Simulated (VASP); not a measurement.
# BiS (R-3m) in VASP: notebook

BiS is run at these levels: PBE, HSE06; tasks: single point, relaxation of cell and atoms.

All numbers are computed with VASP 6.6.1; they aren't measurements. Logs are shortened: lines on timing, memory, paths and dates and some standing lists are left out, and cuts for length are marked.

## 1. The cell of the first run

Symmetry: R-3m, No. 166, trigonal system. Conventional cell: a = 4.219 Å, b = 4.219 Å, c = 10.501 Å, α = 90.00°, β = 90.00°, γ = 120.00°. Bi (site symmetry -3m) has 6 S at 3.00 Å within 3.9 Å. S (site symmetry -3m) has 6 Bi at 3.00 Å within 3.9 Å.

## 2. Single point, PBE

The input, INCAR:

```
PREC = Accurate
ENCUT = 520
EDIFF = 1E-6
ISMEAR = -1
SIGMA = 0.05
LREAL = False
LASPH = True
NELM = 80
ALGO = Normal
ISIF = 2
LWAVE = False
LCHARG = False
GGA = PE
NBANDS = 18
```

The input, KPOINTS:

```
Automatic mesh
0
Gamma
  8 8 8
```

The input, POSCAR:

```
BiS
1.0
    2.1092708700      1.2177881000      3.5004874800
   -2.1092708700      1.2177881000      3.5004874800
    0.0000000000     -2.4355762100      3.5004874800
Bi S
1 1
Direct
    0.0000000000      0.0000000000      0.0000000000
    0.5000000000      0.5000000000      0.5000000000
```

Potentials or basis: VASP PAW PBE potentials, release 64 (Bi_d, S).

Run with:

```sh
$ cat potpaw_PBE.64/Bi_d/POTCAR potpaw_PBE.64/S/POTCAR > POTCAR
$ mpirun -np 1 vasp_std > vasp.out
```

OUTCAR:

```text
PREC = Accurate
   ENCUT = 520
   EDIFF = 1E-6
   ISMEAR = -1
   LREAL = False
   LASPH = True
   NELM = 80
   ISIF = 2
   GGA = PE

 ion  position               nearest neighbor table
   1  0.000  0.000  0.000-   2 3.00   2 3.00   2 3.00   2 3.00   2 3.00   2 3.00
   2  0.500  0.500  0.500-   1 3.00   1 3.00   1 3.00   1 3.00   1 3.00   1 3.00

  LATTYP: Found a trigonal (rhomboedric) cell.
 ALAT       =     4.2644394775
 COS(alpha) =     0.5107049814

  Lattice vectors:

 A1 = (   2.1092708700,   1.2177881000,   3.5004874800)
 A2 = (  -2.1092708700,   1.2177881000,   3.5004874800)
 A3 = (   0.0000000000,  -2.4355762100,   3.5004874800)

Analysis of symmetry for initial positions (statically):
=====================================================================
 Subroutine PRICEL returns:
 Original cell was already a primitive cell.

 Routine SETGRP: Setting up the symmetry group for a
 trigonal (rhombohedral) supercell.

 Subroutine GETGRP returns: Found 12 space group operations
 (whereof 12 operations were pure point group operations)
 out of a pool of 12 trial point group operations.

The static configuration has the point symmetry D_3d.

Analysis of symmetry for dynamics (positions and initial velocities):
=====================================================================
 Subroutine PRICEL returns:
 Original cell was already a primitive cell.

 Routine SETGRP: Setting up the symmetry group for a
 trigonal (rhombohedral) supercell.

 Subroutine GETGRP returns: Found 12 space group operations
 (whereof 12 operations were pure point group operations)
 out of a pool of 12 trial point group operations.

The dynamic configuration has the point symmetry D_3d.

 Subroutine INISYM returns: Found 12 space group operations
 (whereof 12 operations are pure point group operations),
 and found     1 'primitive' translations

----------------------------------------------------------------------------------------

                                     Primitive cell

  volume of cell :      53.9491

  direct lattice vectors                    reciprocal lattice vectors
     2.109270870  1.217788100  3.500487480     0.237048739  0.136860153  0.095224832
    -2.109270870  1.217788100  3.500487480    -0.237048739  0.136860153  0.095224832
     0.000000000 -2.435576210  3.500487480     0.000000000 -0.273720307  0.095224832

  length of vectors
     4.264439477  4.264439477  4.264439479     0.289811275  0.289811275  0.289811275

  position of ions in fractional coordinates (direct lattice)
     0.000000000  0.000000000  0.000000000
     0.500000000  0.500000000  0.500000000

  ion indices of the primitive-cell ions
   primitive index   ion index
                 1           1
                 2           2

----------------------------------------------------------------------------------------

 KPOINTS: Automatic mesh

Automatic generation of k-mesh.
 Grid dimensions read from file:
 generate k-points for:    8    8    8

 Generating k-lattice:

  Cartesian coordinates                     Fractional coordinates (reciprocal lattice)
     0.029631092  0.017107519  0.011903104     0.125000000  0.000000000  0.000000000
    -0.029631092  0.017107519  0.011903104     0.000000000  0.125000000  0.000000000
     0.000000000 -0.034215038  0.011903104     0.000000000  0.000000000  0.125000000

  Length of vectors
     0.036226409  0.036226409  0.036226409

  Shift w.r.t. Gamma in fractional coordinates (k-lattice)
     0.000000000  0.000000000  0.000000000

 Subroutine IBZKPT returns following result:
 ===========================================

 Found     65 irreducible k-points:

 Following reciprocal coordinates:
            Coordinates               Weight
  0.000000  0.000000  0.000000      1.000000
  0.125000  0.000000  0.000000      6.000000
  0.250000  0.000000  0.000000      6.000000
  0.375000  0.000000  0.000000      6.000000
  0.500000  0.000000  0.000000      3.000000
  0.125000  0.125000  0.000000      6.000000
[... 16 lines left out ...]
  0.250000  0.125000  0.125000      6.000000
  0.375000  0.125000  0.125000      6.000000
 [... further k-points ...]
   k-points           NKPTS =     65   k-points in BZ     NKDIM =     65   number of bands    NBANDS=     18
   number of dos      NEDOS =    301   number of ions     NIONS =      2
   total plane-waves  NPLWV =  32768
   dimension x,y,z NGX =    32 NGY =   32 NGZ =   32
   dimension x,y,z NGXF=    64 NGYF=   64 NGZF=   64
   ions per type =               1   1
   NGX,Y,Z   is equivalent  to a cutoff of  12.47, 12.47, 12.47 a.u.
   NGXF,Y,Z  is equivalent  to a cutoff of  24.95, 24.95, 24.95 a.u.
 SYSTEM =  unknown system
   PREC   = accura    normal or accurate (medium, high low for compatibility)
   ISTART =      0    job   : 0-new  1-cont  2-samecut
   ICHARG =      2    charge: 1-file 2-atom 10-const
   ISPIN  =      1    spin polarized calculation?
   LNONCOLLINEAR =      F non collinear calculations
   LSORBIT =      F    spin-orbit coupling
   LASPH  =      T    aspherical Exc in radial PAW
   ENCUT  =  520.0 eV  38.22 Ry    6.18 a.u.   7.93  7.93  7.93*2*pi/ulx,y,z
   NELM   =     80;   NELMIN=  2; NELMDL= -5     # of ELM steps
   EDIFF  = 0.1E-05   stopping-criterion for ELM
   LREAL  =      F    real-space projection
   EDIFFG = 0.1E-04   stopping-criterion for IOM
   NSW    =      0    number of steps for IOM
   IBRION =     -1    ionic relax: 0-MD 1-quasi-New 2-CG
   NFREE  =      0    steps in history (QN), initial steepest desc. (CG)
   ISIF   =      2    stress and relaxation
   ISYM   =      2    0-nonsym 1-usesym 2-fastsym
   POTIM  = 0.5000    time-step for ionic-motion
   TEBEG  =    0.0;   TEEND  =   0.0 temperature during run
   PSTRESS=    0.0 pullay stress
   NELECT =      21.0000    total number of electrons
   NUPDOWN=      -1.0000    fix difference up-down
   EMIN   =  10.00;   EMAX   =-10.00  energy-range for DOS
   EFERMI =   0.00;   METHOD = LEGACY
   ISMEAR =    -1;   SIGMA  =   0.05  broadening in eV -4-tet -1-fermi 0-gaus
   EFERMI_NEDOS =   21; number of points for ismear=-14 and -15
   IALGO  =     38    algorithm
   IMIX   =      4    mixing-type and parameters
     AMIX     =   0.40;   BMIX     =  1.00
     AMIX_MAG =   1.60;   BMIX_MAG =  1.00
  volume/ion in A,a.u.               =      26.97       182.03
  Fermi-wavevector in a.u.,A,eV,Ry     =   1.195327  2.258840 19.440087  1.428806
  Thomas-Fermi vector in A             =   2.331295
   LORBIT       =      0    0 simple, 1 ext, 2 COOP (PROOUT), +10 PAW based schemes
   GGA     = PE    functional components
   LHFCALC =     F    Hartree Fock is set to
   AEXX    =    0.0000 exact exchange contribution
   IVDW    =     0    specifies the selected vdW correction
   LEPSILON=     F    determine dielectric tensor
   LRPA    =     F    only Hartree local field effects (RPA)
 non-spin polarized calculation
  energy-cutoff  :      520.00
  volume of cell :       53.95
 maximum number of plane-waves:      1466
   NGX = 15   NGY = 15   NGZ = 15

 number of electron      21.0000005 magnetization

 Free energy of the ion-electron system (eV)
  ---------------------------------------------------
  ext. energy  EPLUGINS =         0.00000000
  ---------------------------------------------------
  free energy    TOTEN  =        -8.14166456 eV

  energy without entropy =       -8.12797230  energy(sigma->0) =       -8.13481843

 E-fermi :   6.6752     XC(G=0):  -9.7630

 val. band max:        6.6605572041   @ k =   0.5000   0.3750   0.2500
 cond. band min:       6.6941157754   @ k =   0.5000   0.1250   0.1250
 fundamental gap:      0.0335585713
 Fermi energy:         6.6751975168

 k-point     1 :       0.0000    0.0000    0.0000
  band No.  band energies     occupation
      1     -16.9109      2.00000
      2     -16.9083      2.00000
      3     -16.9083      2.00000
      4     -16.8984      2.00000
      5     -16.8984      2.00000
      6      -8.1932      2.00000
[... 10 lines left out ...]
     17      13.6951      0.00000
     18      14.2054      0.00000

 k-point     2 :       0.1250    0.0000    0.0000
  band No.  band energies     occupation
      1     -16.9094      2.00000
      2     -16.9076      2.00000
      3     -16.9067      2.00000
      4     -16.8987      2.00000
      5     -16.8983      2.00000
      6      -8.0479      2.00000
[... 10 lines left out ...]
     17      14.7100      0.00000
     18      15.0517      0.00000

 k-point     3 :       0.2500    0.0000    0.0000
  band No.  band energies     occupation
      1     -16.9082      2.00000
      2     -16.9065      2.00000
      3     -16.9065      2.00000
      4     -16.8968      2.00000
      5     -16.8949      2.00000
      6      -7.6295      2.00000
[... 10 lines left out ...]
     17      16.4928      0.00000
     18      16.9521      0.00000

 k-point     4 :       0.3750    0.0000    0.0000
  band No.  band energies     occupation
      1     -16.9100      2.00000
      2     -16.9087      2.00000
      3     -16.9053      2.00000
      4     -16.8919      2.00000
      5     -16.8890      2.00000
      6      -7.0199      2.00000
[... 10 lines left out ...]
     17      16.6487      0.00000
     18      18.6367      0.00000

 k-point     5 :       0.5000    0.0000    0.0000
  band No.  band energies     occupation
      1     -16.9111      2.00000
      2     -16.9098      2.00000
      3     -16.9049      2.00000
      4     -16.8896      2.00000
      5     -16.8864      2.00000
      6      -6.6041      2.00000
[... 10 lines left out ...]
     17      15.7650      0.00000
     18      17.2986      0.00000

 k-point     6 :       0.1250    0.1250    0.0000
  band No.  band energies     occupation
      1     -16.9107      2.00000
      2     -16.9062      2.00000
      3     -16.9049      2.00000
      4     -16.9013      2.00000
      5     -16.8969      2.00000
      6      -8.0020      2.00000
[... 307 lines left out ...]
 k-point    21 :       0.5000    0.5000    0.0000
  band No.  band energies     occupation
      1     -16.9261      2.00000
      2     -16.9177      2.00000
      3     -16.8887      2.00000
      4     -16.8859      2.00000
      5     -16.8843      2.00000
      6      -6.4965      2.00000
[... 10 lines left out ...]
     17      17.9488      0.00000
     18      17.9605      0.00000

 k-point    22 :       0.1250    0.1250    0.1250
  band No.  band energies     occupation
      1     -16.9103      2.00000
      2     -16.9068      2.00000
      3     -16.9068      2.00000
      4     -16.8986      2.00000
      5     -16.8986      2.00000
      6      -8.0510      2.00000
[... 10 lines left out ...]
     17      14.6814      0.00000
     18      15.0213      0.00000

 k-point    23 :       0.2500    0.1250    0.1250
  band No.  band energies     occupation
      1     -16.9092      2.00000
      2     -16.9057      2.00000
      3     -16.9046      2.00000
      4     -16.9008      2.00000
      5     -16.8963      2.00000
      6      -7.8176      2.00000
[... 10 lines left out ...]
     17      14.4470      0.00000
     18      16.5858      0.00000

 k-point    24 :       0.3750    0.1250    0.1250
  band No.  band energies     occupation
      1     -16.9085      2.00000
      2     -16.9055      2.00000
      3     -16.9052      2.00000
      4     -16.8965      2.00000
      5     -16.8933      2.00000
      6      -7.3357      2.00000
[... 10 lines left out ...]
     17      15.6834      0.00000
     18      17.0921      0.00000

 [... further k-points ...]
[... 5 lines left out ...]
  --------------------------------------------------------------------------------------
  -------------------------------------------------------------------------------------
  Total       -0.5301140     -0.5301140     -0.3510295      0.0000000      0.0000000      0.0000000
  in kB      -15.7433076    -15.7433076    -10.4248638      0.0000000      0.0000000      0.0000000
  external PRESSURE =     -13.9704930 kB  Pullay stress =       0.0000000 kB

 VOLUME and BASIS-vectors are now :
 -----------------------------------------------------------------------------
  energy-cutoff  :      520.00
  volume of cell :       53.95
      direct lattice vectors                 reciprocal lattice vectors
     2.109270870  1.217788100  3.500487480     0.237048739  0.136860153  0.095224832
    -2.109270870  1.217788100  3.500487480    -0.237048739  0.136860153  0.095224832
     0.000000000 -2.435576210  3.500487480     0.000000000 -0.273720307  0.095224832

 POSITION                                       TOTAL-FORCE (eV/Angst)
 -----------------------------------------------------------------------------------
      0.00000      0.00000      0.00000         0.000000      0.000000      0.000000
      0.00000     -0.00000      5.25073        -0.000000     -0.000000     -0.000000
 -----------------------------------------------------------------------------------
    total drift:                               -0.000000     -0.000000     -0.000000

  FREE ENERGIE OF THE ION-ELECTRON SYSTEM (eV)
  ---------------------------------------------------
  free  energy   TOTEN  =        -8.1416645552 eV

  energy  without entropy=       -8.1279723010  energy(sigma->0) =       -8.13481843
```

Run time: 31 s. Hardware: 1 thread of Intel Xeon Platinum 8488C (Sapphire Rapids), shared host; peak memory 0.2 GiB.

What came out:

```yaml
Free_energy: -8.1417 eV
Pressure: -1.4 GPa
```

Levels at points of the mesh, in eV from the Fermi level:
| k point | band 8 | band 9 | band 10 | band 11 | band 12 | band 13 |
| --- | --- | --- | --- | --- | --- | --- |
| (0.00, 0.00, 0.00) | -3.36 | -3.23 | -3.23 | 2.62 | 2.62 | 2.65 |
| (0.50, 0.00, 0.00) | -2.88 | -2.84 | -1.93 | -1.41 | -0.25 | -0.19 |
| (0.50, 0.50, 0.00) | -6.31 | -4.64 | -4.54 | 2.63 | 3.35 | 3.36 |
| (0.50, 0.50, 0.50) | -2.81 | -2.81 | -1.85 | -1.30 | -0.12 | -0.12 |

Caveat: spin-orbit coupling is left out, which moves the levels of the heavy elements.

## 3. Single point, PBE

The input, INCAR:

```
SYSTEM = BiS
ALGO = Normal
EDIFF = 1E-6
ENCUT = 520
GGA = PE
ISIF = 2
ISMEAR = 0
LASPH = .TRUE.
LCHARG = .TRUE.
LELF = .TRUE.
LREAL = .FALSE.
LVHAR = .TRUE.
LWAVE = .FALSE.
NBANDS = 18
NELM = 100
PREC = Accurate
SIGMA = 0.011
```

The input, KPOINTS:

```
k-points
0
G
  8 8 8
  0 0 0
```

POSCAR is that of step 2.

Potentials or basis: VASP PAW PBE potentials, release 64 (Bi_d, S).

Run with:

```sh
$ cat potpaw_PBE.64/Bi_d/POTCAR potpaw_PBE.64/S/POTCAR > POTCAR
$ mpirun -np 1 vasp_std > vasp.out
```

Wall time 16 s (1 thread of Intel Xeon 6975P-C (Granite Rapids), shared host); peak memory 0.21 GiB.

The run converged. Its results:

* Free energy: -8.1345 eV
* Pressure: -1.4 GPa

Stress tensor (GPa, compression positive):
```
-1.68  0.00  0.00
 0.00 -1.68  0.00
 0.00  0.00 -0.89
```

Levels at points of the mesh, in eV from the Fermi level:
```csv
k point,band 6,band 7,band 8,band 9,band 10,band 11,band 12,band 13,band 14,band 15
"(0.00, 0.00, 0.00)",-14.85,-8.90,-3.34,-3.22,-3.22,2.64,2.64,2.67,5.29,5.49
"(0.50, 0.00, 0.00)",-13.26,-11.54,-2.87,-2.82,-1.91,-1.39,-0.23,-0.17,7.22,8.72
"(0.50, 0.50, 0.00)",-13.16,-10.38,-6.29,-4.63,-4.52,2.64,3.37,3.38,3.73,9.54
"(0.50, 0.50, 0.50)",-13.29,-11.60,-2.79,-2.79,-1.84,-1.28,-0.10,-0.10,7.19,8.82
```

Caveat: spin-orbit coupling is left out, which moves the levels of the heavy elements.

## 4. Relaxation of cell and atoms, PBE

The input, INCAR:

```
SYSTEM = BiS
PREC     = Accurate       ! precision mode
ENCUT    = 600            ! plane-wave cutoff, eV
EDIFF    = 1E-7           ! SCF threshold, eV
ISMEAR   = -1             ! smearing method
SIGMA    = 0.05           ! smearing width, eV
LREAL    = .False.        ! projectors in reciprocal space
LASPH    = .True.         ! aspherical terms in the spheres
NELM     = 60             ! most SCF steps
ALGO     = Normal         ! electronic algorithm
ISIF     = 3              ! what is computed and relaxed
LWAVE    = .False.        ! write WAVECAR
LCHARG   = .False.        ! write CHGCAR
GGA      = PE             ! functional
IBRION   = 2              ! ionic algorithm
NSW      = 60             ! ionic steps
EDIFFG   = -0.01          ! ionic threshold
```

The input, KPOINTS:

```
Automatic mesh
0
Gamma
  8 8 8
  0 0 0
```

POSCAR is that of step 3.

Run with:

```sh
$ cat potpaw_PBE.64/Bi_d/POTCAR potpaw_PBE.64/S/POTCAR > POTCAR
$ mpirun -np 1 vasp_std > vasp.out
```

Run time: 3.4 min. Hardware: 1 thread of Intel Xeon 6975P-C (Granite Rapids), shared host; peak memory 0.25 GiB.

Results (log left out):

* Free energy: -8.2554 eV
* Relaxed volume: 25.24 Å³/atom
* Relaxed cell: a = 4.546 Å, b = 4.546 Å, c = 4.546 Å, α = 49.85°, β = 49.85°, γ = 49.85°
* Space group after relaxing (to 0.05 Å): R-3m (No. 166)
* Energy gained by relaxing: 56.8 meV/atom
* Ionic steps: 14
* Pressure after relaxing: 0.0 GPa

The path:
```tsv
step	energy change (eV)	largest force (eV/Å)	pressure (GPa)	volume (Å³)
1	0.0000	0.0000	-1.35	53.95
2	-0.0049	0.0000	0.62	52.19
3	-0.0057	0.0000	0.06	52.66
4	-0.0068	0.0000	0.07	52.63
5	-0.0113	0.0000	0.11	52.54
6	-0.0257	0.0000	0.07	52.32
7	-0.0731	0.0000	-0.11	51.77
8	-0.1036	0.0000	-0.38	50.23
9	-0.1121	0.0000	-0.34	50.95
10	-0.1132	0.0000	-0.37	50.81
11	-0.1081	0.0000	1.25	49.32
12	-0.1136	0.0000	-0.03	50.49
13	-0.1136	0.0000	0.03	50.48
14	-0.1136	0.0000	-0.01	50.49
```

Final structure:
```cif
data_structure
_symmetry_space_group_name_H-M 'P 1'
_symmetry_Int_Tables_number 1
_cell_length_a 4.5456
_cell_length_b 4.5456
_cell_length_c 4.5456
_cell_angle_alpha 49.851
_cell_angle_beta 49.851
_cell_angle_gamma 49.851
_cell_volume 50.49
loop_
_atom_site_label
_atom_site_type_symbol
_atom_site_fract_x
_atom_site_fract_y
_atom_site_fract_z
_atom_site_occupancy
Bi1 Bi 0.00000 0.00000 0.00000 1
S1 S 0.50000 0.50000 0.50000 1
```

Levels at points of the mesh, in eV from the Fermi level:
| k point | band 6 | band 7 | band 8 | band 9 | band 10 | band 11 | band 12 | band 13 | band 14 |
| --- | --- | --- | --- | --- | --- | --- | --- | --- | --- |
| (0.00, 0.00, 0.00) | -15.23 | -9.19 | -4.80 | -2.54 | -2.54 | 3.07 | 3.07 | 3.28 | 4.31 |
| (0.50, 0.00, 0.00) | -13.30 | -11.53 | -3.54 | -2.62 | -2.61 | -2.17 | -0.43 | 0.05 | 6.77 |
| (0.50, 0.50, 0.00) | -13.24 | -10.45 | -6.64 | -5.43 | -3.89 | 2.36 | 2.76 | 3.20 | 4.44 |
| (0.50, 0.50, 0.50) | -13.73 | -12.55 | -2.19 | -2.19 | -1.11 | -0.19 | 1.23 | 1.23 | 7.24 |

Caveat: spin-orbit coupling is left out, which moves the levels of the heavy elements.

[end of part 1 of 2]
